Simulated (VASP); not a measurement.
Runs of VASP 6.6.1 on SnTe. The structure is that of space group R3m (No. 160), or close to it. The cells are those of the table. 

```csv
task,level,cell,k mesh,cutoff (eV),smearing,gap on the mesh (eV),pressure (GPa),relaxed volume (Å³/atom),largest force (eV/Å)
single point,PBE,"a = 4.594 Å, angles 58.5°, 2 atoms",4 × 4 × 4,520,gaussian 0.01 eV,0.34,(b),-,0.01
single point,PBE,"a = 4.587 Å, angles 59.0°, 2 atoms",6 × 6 × 6,520,fermi-dirac 0.02 eV,(d),0.0,-,0.01
single point,PBE,"a = 4.594 Å, angles 58.5°, 2 atoms",8 × 8 × 8,520,fermi-dirac 0.02 eV,0.35,(a),-,(c)
relaxation of cell and atoms,PBE,"relaxed from a = 4.631 Å, angles 56.8°, 2 atoms",6 × 6 × 6,600,fermi-dirac 0.02 eV,0.30,0.0,33.35,-
single point,r2SCAN,"a = 4.594 Å, angles 58.5°, 2 atoms",6 × 6 × 6,520,fermi-dirac 0.02 eV,0.44,0.0,-,0.01
single point,r2SCAN,"a = 4.594 Å, angles 58.5°, 2 atoms",8 × 8 × 8,520,gaussian 0.01 eV,0.44,0.0,-,0.04
relaxation of cell and atoms,r2SCAN,"relaxed from a = 4.587 Å, angles 59.0°, 2 atoms",6 × 6 × 6,600,fermi-dirac 0.02 eV,0.44,0.0,33.06,-
relaxation of cell and atoms,PBEsol,"relaxed from a = 4.587 Å, angles 59.0°, 2 atoms",6 × 6 × 6,600,fermi-dirac 0.02 eV,0.19,0.0,31.21,-
```

Alike in all rows: potentials or basis VASP PAW PBE potentials, release 64 (Sn_d, Te); no spin polarisation.

**Question.** Fill in the values left out.

**Answer.** (a) 0.7; (b) 0.4; (c) 0.13; (d) 0.31.

Caveats: some runs use coarse meshes; spin-orbit coupling is left out, which moves the levels of the heavy elements; the PAW data sets were made with another functional, which shifts forces and pressure a little (some runs).

A k mesh can miss the band edges, and the runs leave out spin-orbit coupling on Sn, Te.
